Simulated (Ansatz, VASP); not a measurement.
## Two plane-wave programs on TiB

```
CELL_PARAMETERS angstrom
0.00000 2.44034 2.44034
2.44034 0.00000 2.44034
2.44034 2.44034 0.00000
ATOMIC_POSITIONS crystal
Ti 0.75000 0.75000 0.75000
B 0.00000 0.00000 0.00000
```

Alike in both runs: task single point; functional PBEsol; k mesh 14 × 14 × 14; occupations fermi-dirac, width 0.15 eV; no spin polarisation.

|  | VASP | Ansatz |
| --- | --- | --- |
| version | VASP 6.6.1 | Ansatz 0.2.0 |
| potentials or method | VASP PAW PBE potentials, release 64 (Ti_sv, B), cutoff 520 eV | scalar-relativistic, plane waves, PAW |
| valence electrons in the cell | 15 | 15 |

|  | VASP | Ansatz | Ansatz less VASP |
| --- | --- | --- | --- |
| gap on the k mesh at the Fermi level (eV) | none | none | - |
| pressure (GPa) | 2.2 | 2.2 | +0.02 |

VASP's potentials were made for PBE, not for PBEsol. A gap of «none» marks a metal or a gap that the smearing closes. The functional is the same, so the differences come from potentials, cutoffs and numerics.
